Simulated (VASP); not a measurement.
# ZrS2 (P-3m1) in VASP: notebook, part 2 of 2

VASP 6.6.1. The steps go on from the part before.

### 3 Single point, PBE-based screened hybrid with 35 % exact exchange

The input, POSCAR:

```
ZrS2
1.0
    3.6743619272      0.0000000000      0.0000000000
   -1.8371809636      3.1820907716      0.0000000000
    0.0000000000      0.0000000000      5.8571358081
Zr S
1 2
Direct
    0.0000000000      0.0000000000      0.0000000000
    0.6666666667      0.3333333333      0.7537648223
    0.3333333333      0.6666666667      0.2462351777
```

The input, INCAR.step1:

```
SYSTEM = ZrS2
ALGO = Normal
EDIFF = 1E-5
ENCUT = 400
GGA = PE
GGA_COMPAT = .False.
ISIF = 2
ISMEAR = 0
LASPH = .True.
LCHARG = .False.
LREAL = .False.
LWAVE = .True.
NBANDS = 19
NELM = 120
PREC = Accurate
SIGMA = 0.01
```

The input, INCAR.step2:

```
SYSTEM = ZrS2
AEXX = 0.35
ALGO = Normal
EDIFF = 1E-6
ENCUT = 400
GGA = PE
GGA_COMPAT = .False.
HFSCREEN = 0.2078
ISIF = 2
ISMEAR = 0
ISTART = 1
LASPH = .True.
LCHARG = .False.
LHFCALC = .True.
LREAL = .False.
LWAVE = .False.
NBANDS = 19
NELM = 120
PREC = Accurate
PRECFOCK = Normal
SIGMA = 0.01
```

The input, KPOINTS:

```
k-points
0
Gamma
  6 6 2
  0 0 0
```

Potentials or basis: VASP PAW PBE potentials, release 64 (Zr_sv, S).

Launch:

```bash
cat potpaw_PBE.64/Zr_sv/POTCAR potpaw_PBE.64/S/POTCAR > POTCAR
cp INCAR.step1 INCAR
mpirun -np 1 vasp_std > vasp.out
cp INCAR.step2 INCAR
mpirun -np 1 vasp_std > vasp.out
```

OUTCAR:

```text
SYSTEM = ZrS2
   AEXX = 0.35
   EDIFF = 1E-6
   ENCUT = 400
   GGA = PE
   HFSCREEN = 0.2078
   ISIF = 2
   ISMEAR = 0
   ISTART = 1
   LASPH = .True.
   LHFCALC = .True.
   LREAL = .False.
   NELM = 120
   PREC = Accurate
   PRECFOCK = Normal

 ion  position               nearest neighbor table
   1  0.000  0.000  0.000-   2 2.57   3 2.57   3 2.57   2 2.57   2 2.57   3 2.57
   2  0.667  0.333  0.754-   1 2.57   1 2.57   1 2.57
   3  0.333  0.667  0.246-   1 2.57   1 2.57   1 2.57

  LATTYP: Found a hexagonal cell.
 ALAT       =     3.6743619272
 C/A-ratio  =     1.5940552194

  Lattice vectors:

 A1 = (   3.6743619272,   0.0000000000,   0.0000000000)
 A2 = (  -1.8371809636,   3.1820907716,   0.0000000000)
 A3 = (   0.0000000000,   0.0000000000,   5.8571358081)

Analysis of symmetry for initial positions (statically):
=====================================================================
 Subroutine PRICEL returns:
 Original cell was already a primitive cell.

 Routine SETGRP: Setting up the symmetry group for a
 hexagonal supercell.

 Subroutine GETGRP returns: Found 12 space group operations
 (whereof 12 operations were pure point group operations)
 out of a pool of 24 trial point group operations.

The static configuration has the point symmetry D_3d.

Analysis of symmetry for dynamics (positions and initial velocities):
=====================================================================
 Subroutine PRICEL returns:
 Original cell was already a primitive cell.

 Routine SETGRP: Setting up the symmetry group for a
 hexagonal supercell.

 Subroutine GETGRP returns: Found 12 space group operations
 (whereof 12 operations were pure point group operations)
 out of a pool of 24 trial point group operations.

The dynamic configuration has the point symmetry D_3d.

 Subroutine INISYM returns: Found 12 space group operations
 (whereof 12 operations are pure point group operations),
 and found     1 'primitive' translations

----------------------------------------------------------------------------------------

                                     Primitive cell

  volume of cell :      68.4825

  direct lattice vectors                    reciprocal lattice vectors
     3.674361927  0.000000000  0.000000000     0.272156097  0.157129396  0.000000000
    -1.837180964  3.182090772  0.000000000     0.000000000  0.314258791  0.000000000
     0.000000000  0.000000000  5.857135808     0.000000000  0.000000000  0.170731913

  length of vectors
     3.674361927  3.674361927  5.857135808     0.314258791  0.314258791  0.170731913

  position of ions in fractional coordinates (direct lattice)
     0.000000000  0.000000000  0.000000000
     0.666666667  0.333333333  0.753764822
     0.333333333  0.666666667  0.246235178

  ion indices of the primitive-cell ions
   primitive index   ion index
                 1           1
                 2           2
                 3           3

[... 31 lines left out ...]
  0.500000  0.000000  0.000000      3.000000
  0.166667  0.166667  0.000000      6.000000
  0.333333  0.166667  0.000000     12.000000
  0.333333  0.333333  0.000000      2.000000
  0.000000  0.000000  0.500000      1.000000
  0.166667 -0.000000  0.500000      6.000000
  0.333333 -0.000000  0.500000      6.000000
  0.500000  0.000000  0.500000      3.000000
  0.166667  0.166667  0.500000      6.000000
  0.333333  0.166667  0.500000     12.000000
  0.333333  0.333333  0.500000      2.000000
   k-points           NKPTS =     14   k-points in BZ     NKDIM =     72   number of bands    NBANDS=     19
   number of dos      NEDOS =    301   number of ions     NIONS =      3
   total plane-waves  NPLWV =  23040
   dimension x,y,z NGX =    24 NGY =   24 NGZ =   40
   dimension x,y,z NGXF=    48 NGYF=   48 NGZF=   80
   ions per type =               1   2
   NGX,Y,Z   is equivalent  to a cutoff of  10.86, 10.86, 11.35 a.u.
   NGXF,Y,Z  is equivalent  to a cutoff of  21.72, 21.72, 22.71 a.u.
 SYSTEM =  ZrS2
   PREC   = accura    normal or accurate (medium, high low for compatibility)
   ISTART =      1    job   : 0-new  1-cont  2-samecut
   ICHARG =      0    charge: 1-file 2-atom 10-const
   ISPIN  =      1    spin polarized calculation?
   LNONCOLLINEAR =      F non collinear calculations
   LSORBIT =      F    spin-orbit coupling
   LASPH  =      T    aspherical Exc in radial PAW
   ENCUT  =  400.0 eV  29.40 Ry    5.42 a.u.   5.99  5.99  9.55*2*pi/ulx,y,z
   NELM   =    120;   NELMIN=  2; NELMDL=  0     # of ELM steps
   EDIFF  = 0.1E-05   stopping-criterion for ELM
   LREAL  =      F    real-space projection
   EDIFFG = 0.1E-04   stopping-criterion for IOM
   NSW    =      0    number of steps for IOM
   IBRION =     -1    ionic relax: 0-MD 1-quasi-New 2-CG
   NFREE  =      0    steps in history (QN), initial steepest desc. (CG)
   ISIF   =      2    stress and relaxation
   ISYM   =      3    0-nonsym 1-usesym 2-fastsym
   POTIM  = 0.5000    time-step for ionic-motion
   TEBEG  =    0.0;   TEEND  =   0.0 temperature during run
   PSTRESS=    0.0 pullay stress
   NELECT =      24.0000    total number of electrons
   NUPDOWN=      -1.0000    fix difference up-down
   EMIN   =  10.00;   EMAX   =-10.00  energy-range for DOS
   EFERMI =   0.00;   METHOD = LEGACY
   ISMEAR =     0;   SIGMA  =   0.01  broadening in eV -4-tet -1-fermi 0-gaus
   EFERMI_NEDOS =   21; number of points for ismear=-14 and -15
   IALGO  =     38    algorithm
   IMIX   =      1    mixing-type and parameters
     AMIX     =   0.40;   BMIX     =  1.00
     AMIX_MAG =   1.60;   BMIX_MAG =  1.00
  volume/ion in A,a.u.               =      22.83       154.05
  Fermi-wavevector in a.u.,A,eV,Ry     =   1.154211  2.181143 18.125731  1.332204
  Thomas-Fermi vector in A             =   2.290849
   LORBIT       =      0    0 simple, 1 ext, 2 COOP (PROOUT), +10 PAW based schemes
   GGA     = PE    functional components
   LHFCALC =     T    Hartree Fock is set to
   PRECFOCK=normal    Normal, Fast or Accurate (Low or Medium for compatibility)
   ENCUT4O =  -1.0   cutoff for four orbital integrals eV
   NKREDX  =     1    reduce k-point grid by
   NKREDY  =     1    reduce k-point grid by
   NKREDZ  =     1    reduce k-point grid by
   AEXX    =    0.3500 exact exchange contribution
   HFSCREEN=    0.2078 screening length (either q_TF or 0.3 A-1)
   HFSCREENC=   0.2078 screening length for correlation (either q_TF or 0.3 A-1)
   ENCUTFOCK=  -1.0 apply spherical cutoff to Coloumb kernel
   IVDW    =     0    specifies the selected vdW correction
   LEPSILON=     F    determine dielectric tensor
   LRPA    =     F    only Hartree local field effects (RPA)
 non-spin polarized calculation
 Gauss-broadening in eV      SIGMA  =   0.01
  energy-cutoff  :      400.00
  volume of cell :       68.48
 maximum number of plane-waves:      1254
 NGX is ok and might be reduce to    24
  NGX = 18; NGY = 18; NGZ = 30

 number of electron      24.0000004 magnetization

 Free energy of the ion-electron system (eV)
  ---------------------------------------------------
  ext. energy  EPLUGINS =         0.00000000
  ---------------------------------------------------
  free energy    TOTEN  =       -27.07564626 eV

  energy without entropy =      -27.07564626  energy(sigma->0) =      -27.07564626

 E-fermi :   4.0151     XC(G=0):  -7.2962

 val. band max:        3.9172757756   @ k =   0.0000   0.0000   0.0000
 cond. band min:       5.9487834058   @ k =   0.5000   0.0000   0.5000
 fundamental gap:      2.0315076302
 Fermi energy:         4.0151385927

 k-point     1 :       0.0000    0.0000    0.0000
  band No.  band energies     occupation
      1     -49.9048      2.00000
      2     -26.0212      2.00000
      3     -25.8294      2.00000
      4     -25.8294      2.00000
      5     -10.7546      2.00000
      6      -9.0075      2.00000
[... 285 lines left out ...]
      6      -9.2420      2.00000
[... 11 lines left out ...]
     18      13.5160      0.00000
     19      14.1042      0.00000

------------------------ aborting loop because EDIFF is reached ----------------------------------------

  FORCE on cell =-STRESS in cart. coord.  units (eV):
  Direction    XX          YY          ZZ          XY          YZ          ZX
  --------------------------------------------------------------------------------------
  -------------------------------------------------------------------------------------
  Total       -0.2824493     -0.2824493     -0.0428432     -0.0000000      0.0000000      0.0000000
  in kB       -6.6080184     -6.6080184     -1.0023347     -0.0000000      0.0000000      0.0000000
  external PRESSURE =      -4.7394572 kB  Pullay stress =       0.0000000 kB

 VOLUME and BASIS-vectors are now :
 -----------------------------------------------------------------------------
  energy-cutoff  :      400.00
  volume of cell :       68.48
      direct lattice vectors                 reciprocal lattice vectors
     3.674361927  0.000000000  0.000000000     0.272156097  0.157129396  0.000000000
    -1.837180964  3.182090772  0.000000000     0.000000000  0.314258791  0.000000000
     0.000000000  0.000000000  5.857135808     0.000000000  0.000000000  0.170731913

 POSITION                                       TOTAL-FORCE (eV/Angst)
 -----------------------------------------------------------------------------------
      0.00000      0.00000      0.00000        -0.000000     -0.000000      0.000000
      1.83718      1.06070      4.41490         0.000000      0.000000      0.271090
     -0.00000      2.12139      1.44223         0.000000      0.000000     -0.271090
 -----------------------------------------------------------------------------------
    total drift:                                0.000000      0.000000      0.000001

  FREE ENERGIE OF THE ION-ELECTRON SYSTEM (eV)
  ---------------------------------------------------
  free  energy   TOTEN  =       -27.0756462560 eV

  energy  without entropy=      -27.0756462560  energy(sigma->0) =      -27.07564626
```

It took 7.3 min on 1 thread of AMD EPYC 9R45 (Zen 5), shared host; peak memory 0.24 GiB.

Results:

```
Free energy            : -27.0756 eV
Pressure               : -0.5 GPa
Largest force          : 0.271 eV/Å
Band gap on the k mesh : 2.03 eV (least direct gap 2.78 eV)
```

Forces on the atoms (eV/Å):
```
Zr   0.000  0.000  0.000
S    0.000  0.000  0.271
S    0.000  0.000 -0.271
```

Caveat: the k points lie up to 0.54 Å⁻¹ apart; the PAW data sets were made with another functional, which shifts forces and pressure a little. A k mesh can miss the band edges.
